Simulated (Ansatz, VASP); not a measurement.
**One calculation of Cu, two programs**

File INCAR:

```
PREC     = Accurate       # precision mode
ENCUT    = 520            # plane-wave cutoff, eV
EDIFF    = 1E-6           # SCF threshold, eV
ISMEAR   = -1             # smearing method
SIGMA    = 0.1            # smearing width, eV
LREAL    = F              # projectors in reciprocal space
LASPH    = T              # aspherical terms in the spheres
NELM     = 100            # most SCF steps
ALGO     = Normal         # electronic algorithm
ISIF     = 2              # what is computed and relaxed
LWAVE    = F              # write WAVECAR
LCHARG   = F              # write CHGCAR
GGA      = PE             # functional
NBANDS   = 30             # bands
```

File KPOINTS:

```
regular mesh
0
Gamma
  16 16 5
```

Contents of POSCAR:

```
Cu
1.0
    2.4970946386      0.0000000000      0.0000000000
   -1.2485473193      2.1625473927      0.0000000000
    0.0000000000      0.0000000000      8.1551685122
Cu
4
Direct
    1.0000000000      0.0000000000      0.0000000000
    1.0000000000      1.0000000000      0.5000000000
    0.3333333333      0.6666666667      0.2500000000
    0.6666666667      0.3333333333      0.7500000000
```

Input for Ansatz:

```yaml
crystal:
  lattice:
    - [2.4970946386, 0.0, 0.0]
    - [-1.2485473193, 2.1625473927, 0.0]
    - [0.0, 0.0, 8.1551685122]
  atoms:
    - { symbol: Cu, position: [1.0, 0.0, 0.0] }
    - { symbol: Cu, position: [1.0, 1.0, 0.5] }
    - { symbol: Cu, position: [0.3333333333, 0.6666666667, 0.25] }
    - { symbol: Cu, position: [0.6666666667, 0.3333333333, 0.75] }
hamiltonian:
  xc: pbe
  pseudopotentials:
    kind: paw
    azcp:
      Cu: "pseudopotentials/Cu.paw.azcp"
basis:
  ecutwfc: 420
  fft_grid_basis: typed
kpoints:
  mp_grid: { grid: [16, 16, 5], shift: [0, 0, 0] }
magnetization:
  spin_polarized: false
scf:
  occupations: { method: fermi_dirac, width: 0.1 }
  lower_state_search: "off"
output:
  stress: true
  write_density: true
  write_potential: true
  elf: true
  volumetric_format: npy
```

Alike in both runs: task single point; functional PBE; k mesh 16 × 16 × 5; occupations fermi-dirac, width 0.1 eV; no spin polarisation.

|  | VASP | Ansatz |
| --- | --- | --- |
| version | VASP 6.6.1 | Ansatz 0.2.0 |
| potentials or method | VASP PAW PBE potentials, release 64 (Cu), cutoff 520 eV | plane waves (420 eV) with PAW, scalar-relativistic |
| valence electrons in the cell | 44 | 76 |

|  | VASP | Ansatz | Ansatz less VASP |
| --- | --- | --- | --- |
| pressure (GPa) | 15.0 | 14.4 | -0.56 |
| traceless stress, the component that is largest in VASP (GPa) | 0.06 | 0.09 | +0.034 |

VASP's potentials hold 44 valence electrons a cell and Ansatz's 76, so a difference there can come from the potentials and not from the codes.
